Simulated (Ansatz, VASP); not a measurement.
# One calculation of Sc, two programs

```
Sc
1.0
    -3.06729    3.06729    2.68808
     3.06729   -3.06729    2.68808
     3.06729    3.06729   -2.68808
Sc
4
Direct
  0.83627 0.66373 0.50000
  0.33627 0.83627 0.17254
  0.66373 0.16373 0.82746
  0.16373 0.33627 0.50000
```

Alike in both runs: task single point; functional PBE; k mesh 7 × 7 × 7; occupations fermi-dirac, width 0.05 eV; no spin polarisation.

|  | VASP | Ansatz |
| --- | --- | --- |
| version | VASP 6.6.1 | Ansatz 0.2.0 |
| potentials or method | VASP PAW PBE potentials, release 64 (Sc_sv) | Ansatz PAW |
| plane-wave cutoff (eV) | 520 | 420 |
| valence electrons in the cell | 44 | 44 |

```tsv
	VASP	Ansatz	Ansatz less VASP
gap on the k mesh at the Fermi level (eV)	none	none	-
pressure (GPa)	1.2	1.1	-0.04
rms of the force components (eV/Å)	0.044	0.041	-0.0033
```

Atom by atom the forces differ by 0.003 eV/Å (rms over components). A gap of «none» marks a metal or a gap that the smearing closes.
